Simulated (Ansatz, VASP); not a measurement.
**One calculation of Sr4O3, two programs**

```xyz
7
Lattice="5.6933 -0.0913 -0.1237 -0.0913 5.6811 -0.0248 -0.1237 -0.0248 5.5859" Properties=species:S:1:pos:R:3 pbc="T T T"
Sr    4.2380    4.2349    4.0556
Sr    1.1129    1.1594    4.2740
Sr    1.2554    4.2741    1.2996
Sr    4.2373    1.5571    1.2476
O    -0.0839    0.1046    2.7023
O     2.9024   -0.2449    5.4661
O     5.4796    2.6865    5.5963
```

Change from the starting cell: cell x1, atoms moved at random (sigma 0.15 Å) and cell strained at random (1.5 %), then relaxed without symmetry.

Alike in both runs: task relaxation of cell and atoms; functional PBE; k mesh 2 × 2 × 2; occupations gaussian, width 0.1 eV; no spin polarisation.

|  | VASP | Ansatz |
| --- | --- | --- |
| version | VASP 6.6.1 | Ansatz 0.2.0 |
| potentials or method | VASP PAW PBE potentials, release 64 (Sr_sv, O), cutoff 600 eV | scalar-relativistic, plane waves, PAW |
| valence electrons in the cell | 58 | 58 |

|  | VASP | Ansatz | Ansatz less VASP |
| --- | --- | --- | --- |
| gap on the k mesh at the Fermi level, each at its own relaxed structure (eV) | 0.41 | 0.38 | -0.022 |
| relaxed volume (Å³/atom) | 26.81 | 26.65 | -0.159 |
| relaxed cell length with the largest relative difference (Å) | 5.722 | 5.700 | -0.0218 |

The k mesh is coarse, so the values compare programs but aren't converged.
